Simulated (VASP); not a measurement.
Input of a VASP 6.6.1 run:

Contents of INCAR:

```
SYSTEM = Si3N4
ALGO = Normal
EDIFF = 1E-6
ENCUT = 520
GGA = PE
ISIF = 2
ISMEAR = -1
LASPH = .True.
LCHARG = .False.
LREAL = .False.
LWAVE = .False.
NBANDS = 45
NELM = 100
PREC = Accurate
SIGMA = 0.02
```

KPOINTS

```
k-points
0
Gamma
  4 4 10
  0 0 0
```

File POSCAR:

```
Si3N4
1.0
    7.5950000000      0.0000000000      0.0000000000
   -3.7975000000      6.5774629417      0.0000000000
    0.0000000000      0.0000000000      2.9023000000
Si N
6 8
Direct
    0.7673199111      0.1735618873      0.3256358183
    0.5937580238      0.7673199111      0.8256358183
    0.8264381127      0.5937580238      0.3256358183
    0.2326800889      0.8264381127      0.8256358183
    0.4062419762      0.2326800889      0.3256358183
    0.1735618873      0.4062419762      0.8256358183
    0.0293608826      0.3297475828      0.3256531520
    0.6996132998      0.0293608826      0.8256531520
    0.6702524172      0.6996132998      0.3256531520
    0.9706391174      0.6702524172      0.8256531520
    0.3003867002      0.9706391174      0.3256531520
    0.3297475828      0.3003867002      0.8256531520
    0.3333333333      0.6666666667     -0.1744669108
    0.6666666667      0.3333333333      0.3255330892
```

Potentials or basis: VASP PAW PBE potentials, release 64 (Si, N).

Command:

```console
$ cat potpaw_PBE.64/Si/POTCAR potpaw_PBE.64/N/POTCAR > POTCAR
$ mpirun -np 1 vasp_std > vasp.out
```

Q: Estimate the largest force.

A: 0.011 eV/Å.

Q: Estimate the band gap on the k mesh.

A: 4.35 eV (least direct gap 4.54 eV).

Q: What does it give for the pressure?

A: 6.2 GPa.

Forces in eV/Å, atoms in the order of the input:
```
Si   0.009 -0.006  0.001
Si   0.010  0.005  0.001
Si   0.001  0.011  0.001
Si  -0.009  0.006  0.001
Si  -0.010 -0.005  0.001
Si  -0.001 -0.011  0.001
N    0.005 -0.007 -0.001
N    0.009  0.001 -0.001
N    0.004  0.008 -0.001
N   -0.005  0.007 -0.001
N   -0.009 -0.001 -0.001
N   -0.004 -0.008 -0.001
N    0.000  0.000  0.002
N    0.000  0.000  0.002
```

Caveat: the cell stands under pressure. A k mesh can miss the band edges.
